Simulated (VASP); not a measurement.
Write the native input for VASP 6.6.1 that does the following.

| Item | Value |
| --- | --- |
| Task | single point |
| Functional | PBE |
| Potentials or basis | VASP PAW PBE potentials, release 64 (Zn, O) |
| Cutoff | 520 eV |
| k mesh | 12 × 12 × 6 |
| Occupations | fermi-dirac, width 0.02 eV |
| Spin | no spin polarisation |
| Dipole correction | no |
| Further INCAR settings | ALGO = Normal; EDIFF = 1e-06; NBANDS = 26 |

The structure of ZnO lies in POSCAR:

```
ZnO
1.0
    3.2709296136      0.0000000000      0.0000000000
   -1.6354648068      2.8327081393      0.0000000000
    0.0000000000      0.0000000000      5.1513321237
Zn O
2 2
Direct
    0.3333333333      0.6666666667     -0.0052082116
    0.6666666667      0.3333333333      0.4947917884
    0.3333333333      0.6666666667      0.3802082116
    0.6666666667      0.3333333333      0.8802082116
```

This cell differs from its parent crystal: epitaxial xy strain +1.1%.

These files were run (other wordings do the same):

INCAR

```
SYSTEM = ZnO
PREC = Accurate ; ENCUT = 520
EDIFF = 1E-6 ; ISMEAR = -1
SIGMA = 0.02 ; LREAL = .FALSE.
LASPH = .TRUE. ; NELM = 80
ALGO = Normal ; ISIF = 2
LWAVE = .FALSE. ; LCHARG = .FALSE.
GGA = PE ; NBANDS = 26
```

KPOINTS

```
Automatic mesh
0
G
  12 12 6
  0 0 0
```

Potentials or basis: VASP PAW PBE potentials, release 64 (Zn, O).

Command:

```bash
$ cat potpaw_PBE.64/Zn/POTCAR potpaw_PBE.64/O/POTCAR > POTCAR
$ mpirun -np 1 vasp_std > vasp.out
```

It gave:

| Property | Result |
| --- | --- |
| Pressure | 5.5 GPa |
| Largest force | 0.015 eV/Å |
| Band gap on the k mesh | 0.80 eV, direct |

Caveat: the cell differs from its parent crystal (epitaxial xy strain +1.1%).

Run time: 2.1 min on 1 thread of AMD EPYC 7R43 64-Core Processor (Zen 3), with other jobs on the host, peak memory 0.17 GiB.
